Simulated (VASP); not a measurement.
# Nb2Te2S (I4/mmm) in VASP: notebook

Runs on Nb2Te2S. Level: PBE. Tasks: single point.

Everything below comes from runs of VASP 6.6.1. Logs are shortened: lines on timing, memory, paths and dates and some standing lists are left out, and cuts for length are marked.

## (1) The cell of the first run

The structure is tetragonal, space group I4/mmm (No. 139). Conventional cell: a = 4.726 Å, b = 4.726 Å, c = 10.857 Å, α = 90.00°, β = 90.00°, γ = 90.00°. Within 3.6 Å of Nb (site symmetry 4mm) lie 4 Te at 2.70 Å and 1 Nb at 2.81 Å. Te (site symmetry -4m2) has 4 Nb at 2.70 Å and 4 Te at 3.34 Å and 4 S at 3.60 Å within 3.6 Å. S (site symmetry 4/mmm) has 8 Te at 3.60 Å and 10 Nb at 3.63 to 4.02 Å within 4.7 Å.

## (2) Single point, PBE

INCAR reads:

```
SYSTEM = Nb2Te2S
PREC = Accurate
ENCUT = 520
EDIFF = 1E-6
ISMEAR = 0
SIGMA = 0.1
LREAL = .FALSE.
LASPH = .TRUE.
NELM = 80
ALGO = Normal
ISIF = 2
LWAVE = .FALSE.
LCHARG = .FALSE.
GGA = PE
NBANDS = 30
```

KPOINTS reads:

```
Automatic mesh
0
G
  6 6 6
  0 0 0
```

POSCAR reads:

```
Nb2Te2S
1.0
   -2.3629263500      2.3629263500      5.4284341400
    2.3629263500     -2.3629263500      5.4284341400
    2.3629263500      2.3629263500     -5.4284341400
Nb Te S
2 2 1
Direct
    0.6295807400      0.6295807400      0.0000000000
    0.3704192600      0.3704192600      0.0000000000
    0.7500000000      0.2500000000      0.5000000000
    0.2500000000      0.7500000000      0.5000000000
    0.0000000000      0.0000000000      0.0000000000
```

Potentials or basis: VASP PAW PBE potentials, release 64 (Nb_sv, Te, S).

Started as:

```sh
$ cat potpaw_PBE.64/Nb_sv/POTCAR potpaw_PBE.64/Te/POTCAR potpaw_PBE.64/S/POTCAR > POTCAR
$ mpirun -np 1 vasp_std > vasp.out
```

OUTCAR:

```text
SYSTEM = Nb2Te2S
   PREC = Accurate
   ENCUT = 520
   EDIFF = 1E-6
   ISMEAR = 0
   LREAL = .FALSE.
   LASPH = .TRUE.
   NELM = 80
   ISIF = 2
   GGA = PE

 ion  position               nearest neighbor table
   1  0.630  0.630  0.000-   4 2.70   3 2.70   3 2.70   4 2.70   2 2.81
   2  0.370  0.370  0.000-   3 2.70   4 2.70   4 2.70   3 2.70   1 2.81
   3  0.750  0.250  0.500-   2 2.70   1 2.70   2 2.70   1 2.70   4 3.34   4 3.34   4 3.34   4 3.34

   4  0.250  0.750  0.500-   2 2.70   1 2.70   2 2.70   1 2.70   3 3.34   3 3.34   3 3.34   3 3.34

   5  0.000  0.000  0.000-

  LATTYP: Found a body centered tetragonal cell.
 ALAT       =     4.7258527000
 C/A-ratio  =     2.2973353105

  Lattice vectors:

 A1 = (  -2.3629263500,   2.3629263500,   5.4284341400)
 A2 = (   2.3629263500,  -2.3629263500,   5.4284341400)
 A3 = (   2.3629263500,   2.3629263500,  -5.4284341400)

Analysis of symmetry for initial positions (statically):
=====================================================================
 Subroutine PRICEL returns:
 Original cell was already a primitive cell.

 Routine SETGRP: Setting up the symmetry group for a
 body centered tetragonal supercell.

 Subroutine GETGRP returns: Found 16 space group operations
 (whereof 16 operations were pure point group operations)
 out of a pool of 16 trial point group operations.

The static configuration has the point symmetry D_4h.

Analysis of symmetry for dynamics (positions and initial velocities):
=====================================================================
 Subroutine PRICEL returns:
 Original cell was already a primitive cell.

 Routine SETGRP: Setting up the symmetry group for a
 body centered tetragonal supercell.

 Subroutine GETGRP returns: Found 16 space group operations
 (whereof 16 operations were pure point group operations)
 out of a pool of 16 trial point group operations.

The dynamic configuration has the point symmetry D_4h.

 Subroutine INISYM returns: Found 16 space group operations
 (whereof 16 operations are pure point group operations),
 and found     1 'primitive' translations

----------------------------------------------------------------------------------------

                                     Primitive cell

  volume of cell :     121.2369

  direct lattice vectors                    reciprocal lattice vectors
    -2.362926350  2.362926350  5.428434140     0.000000000  0.211602025  0.092107593
     2.362926350 -2.362926350  5.428434140     0.211602025  0.000000000  0.092107593
[... 90 lines left out ...]
   NELM   =     80;   NELMIN=  2; NELMDL= -5     # of ELM steps
   EDIFF  = 0.1E-05   stopping-criterion for ELM
   LREAL  =      F    real-space projection
   EDIFFG = 0.1E-04   stopping-criterion for IOM
   NSW    =      0    number of steps for IOM
   IBRION =     -1    ionic relax: 0-MD 1-quasi-New 2-CG
   NFREE  =      0    steps in history (QN), initial steepest desc. (CG)
   ISIF   =      2    stress and relaxation
   ISYM   =      2    0-nonsym 1-usesym 2-fastsym
   POTIM  = 0.5000    time-step for ionic-motion
   TEBEG  =    0.0;   TEEND  =   0.0 temperature during run
   PSTRESS=    0.0 pullay stress
   NELECT =      44.0000    total number of electrons
   NUPDOWN=      -1.0000    fix difference up-down
   EMIN   =  10.00;   EMAX   =-10.00  energy-range for DOS
   EFERMI =   0.00;   METHOD = LEGACY
   ISMEAR =     0;   SIGMA  =   0.10  broadening in eV -4-tet -1-fermi 0-gaus
   EFERMI_NEDOS =   21; number of points for ismear=-14 and -15
   IALGO  =     38    algorithm
   IMIX   =      4    mixing-type and parameters
     AMIX     =   0.40;   BMIX     =  1.00
     AMIX_MAG =   1.60;   BMIX_MAG =  1.00
  volume/ion in A,a.u.               =      24.25       163.63
  Fermi-wavevector in a.u.,A,eV,Ry     =   1.167743  2.206715 18.553239  1.363625
  Thomas-Fermi vector in A             =   2.304239
   LORBIT       =      0    0 simple, 1 ext, 2 COOP (PROOUT), +10 PAW based schemes
   GGA     = PE    functional components
   LHFCALC =     F    Hartree Fock is set to
   AEXX    =    0.0000 exact exchange contribution
   IVDW    =     0    specifies the selected vdW correction
   LEPSILON=     F    determine dielectric tensor
   LRPA    =     F    only Hartree local field effects (RPA)
 non-spin polarized calculation
 Gauss-broadening in eV      SIGMA  =   0.10
  energy-cutoff  :      520.00
  volume of cell :      121.24
 maximum number of plane-waves:      3288
   NGX = 23   NGY = 23   NGZ = 23

 number of electron      43.9999999 magnetization

 Free energy of the ion-electron system (eV)
  ---------------------------------------------------
  ext. energy  EPLUGINS =         0.00000000
  ---------------------------------------------------
  free energy    TOTEN  =       -28.32567612 eV

  energy without entropy =      -28.31097500  energy(sigma->0) =      -28.31832556

 E-fermi :   7.7982     XC(G=0): -10.3220

 val. band max:        7.7811995603   @ k =   0.1667   0.1667   0.1667
 cond. band min:       7.8639091845   @ k =   0.5000   0.5000   0.3333
 fundamental gap:      0.0827096242
 Fermi energy:         7.7981708409

 k-point     1 :       0.0000    0.0000    0.0000
  band No.  band energies     occupation
      1     -47.4269      2.00000
      2     -47.3653      2.00000
      3     -23.6276      2.00000
      4     -23.6276      2.00000
      5     -23.6011      2.00000
      6     -23.5882      2.00000
[... 781 lines left out ...]
     29      11.3980      0.00000
     30      11.5624      0.00000

 [... further k-points ...]
[... 5 lines left out ...]
  --------------------------------------------------------------------------------------
  -------------------------------------------------------------------------------------
  Total        5.4369590      5.4369590      1.3752876      0.0000000      0.0000000     -0.0000000
  in kB       71.8508159     71.8508159     18.1747805      0.0000000      0.0000000     -0.0000000
  external PRESSURE =      53.9588041 kB  Pullay stress =       0.0000000 kB

 VOLUME and BASIS-vectors are now :
 -----------------------------------------------------------------------------
  energy-cutoff  :      520.00
  volume of cell :      121.24
      direct lattice vectors                 reciprocal lattice vectors
    -2.362926350  2.362926350  5.428434140     0.000000000  0.211602025  0.092107593
     2.362926350 -2.362926350  5.428434140     0.211602025  0.000000000  0.092107593
     2.362926350  2.362926350 -5.428434140     0.211602025  0.211602025  0.000000000

 POSITION                                       TOTAL-FORCE (eV/Angst)
 -----------------------------------------------------------------------------------
      0.00000      0.00000      6.83528         0.000000      0.000000     -3.317111
      0.00000      0.00000      4.02159         0.000000      0.000000      3.317111
      0.00000      2.36293      2.71422        -0.000000     -0.000000      0.000000
      2.36293      0.00000      2.71422        -0.000000     -0.000000      0.000000
      0.00000      0.00000      0.00000        -0.000000     -0.000000      0.000000
 -----------------------------------------------------------------------------------
    total drift:                                0.000000      0.000000     -0.000000

  FREE ENERGIE OF THE ION-ELECTRON SYSTEM (eV)
  ---------------------------------------------------
  free  energy   TOTEN  =       -28.3256761203 eV

  energy  without entropy=      -28.3109750044  energy(sigma->0) =      -28.31832556
```

stdout:

```text
POSCAR found type information on POSCAR NbTeS
 POSCAR found :  3 types and       5 ions
 scaLAPACK will be used
 LDA part: xc-table for (Slater+PW92), standard interpolation
 POSCAR, INCAR and KPOINTS ok, starting setup
 FFT: planning ... GRIDC
 FFT: planning ... GRID_SOFT
 FFT: planning ... GRID
 WAVECAR not read
 entering main loop
```

Wall time 4.2 min (1 thread of Intel Xeon Platinum 8375C at 2.90GHz (Ice Lake), shared host); peak memory 0.38 GiB.

What came out:

| Quantity | Value |
| --- | --- |
| Free energy | -28.3257 eV |
| Pressure | 5.4 GPa |
| Largest force | 3.317 eV/Å |
| Band gap on the k mesh | zero (band 22 reaches 7.87 eV, above the bottom of band 23 at 7.54 eV) |

Forces in eV/Å, atoms in the order of the input:
```
Nb   0.000  0.000 -3.317
Nb   0.000  0.000  3.317
Te   0.000  0.000  0.000
Te   0.000  0.000  0.000
S    0.000  0.000  0.000
```

Caveat: spin-orbit coupling is left out, which moves the levels of the heavy elements; forces of over 1 eV/Å act on the atoms, so gaps and moduli don't describe the material at rest.

## (3) Single point, PBE

This run uses another cell than the first one, of 24.61 Å³/atom, 1.015 times its volume.

INCAR reads:

```
SYSTEM = Nb2Te2S
PREC = Accurate ; ENCUT = 520
EDIFF = 1E-7 ; ISMEAR = 0
SIGMA = 0.1 ; LREAL = .False.
LASPH = .True. ; NELM = 100
ALGO = Normal ; ISIF = 2
LWAVE = .False. ; LCHARG = .False.
GGA = PE ; NBANDS = 30
```

KPOINTS reads:

```
Automatic mesh
0
Gamma
  6 6 6
  0 0 0
```

POSCAR reads:

```
Nb2Te2S
1.0
   -2.3433322796      2.3433322796      5.6022769800
    2.3433322796     -2.3433322796      5.6022769800
    2.3433322796      2.3433322796     -5.6022769800
Nb Te S
2 2 1
Direct
    0.6115254516      0.6115254516      0.0000000000
    0.3884745484      0.3884745484      0.0000000000
    0.7500000000      0.2500000000      0.5000000000
    0.2500000000      0.7500000000      0.5000000000
    0.0000000000      0.0000000000      0.0000000000
```

Potentials or basis: VASP PAW PBE potentials, release 64 (Nb_sv, Te, S).

Started as:

```sh
$ cat potpaw_PBE.64/Nb_sv/POTCAR potpaw_PBE.64/Te/POTCAR potpaw_PBE.64/S/POTCAR > POTCAR
$ mpirun -np 1 vasp_std > vasp.out
```

Run time: 3.9 min. Hardware: 1 thread of Intel Xeon Platinum 8375C at 2.90GHz (Ice Lake), shared host; peak memory 0.38 GiB.

Results (log left out):

```yaml
Free_energy: -28.9884 eV
Pressure: -0.1 GPa
Largest_force: 0.030 eV/Å
Band_gap_on_the_k_mesh: zero (band 22 reaches 7.74 eV, above the bottom of band 23 at 7.29 eV)
```

Forces in eV/Å, atoms in the order of the input:
```
Nb   0.000  0.000  0.030
Nb   0.000  0.000 -0.030
Te   0.000  0.000  0.000
Te   0.000  0.000  0.000
S    0.000  0.000  0.000
```

Levels at points of the mesh, in eV from the Fermi level:
```tsv
k point	band 18	band 19	band 20	band 21	band 22	band 23	band 24	band 25	band 26	band 27
(0.00, 0.00, 0.00)	-1.19	-1.10	-1.10	-0.51	-0.42	0.62	0.76	1.79	1.84	1.84
(0.50, 0.00, 0.00)	-1.84	-1.66	-0.97	-0.92	-0.77	-0.27	1.13	1.18	1.48	1.85
(0.50, 0.50, 0.00)	-1.58	-1.16	-0.84	-0.81	-0.14	0.60	1.25	1.28	1.57	1.64
(0.50, 0.50, 0.50)	-1.56	-1.56	-0.79	-0.79	-0.05	0.14	0.58	1.35	1.35	1.41
```

Caveat: spin-orbit coupling is left out, which moves the levels of the heavy elements.
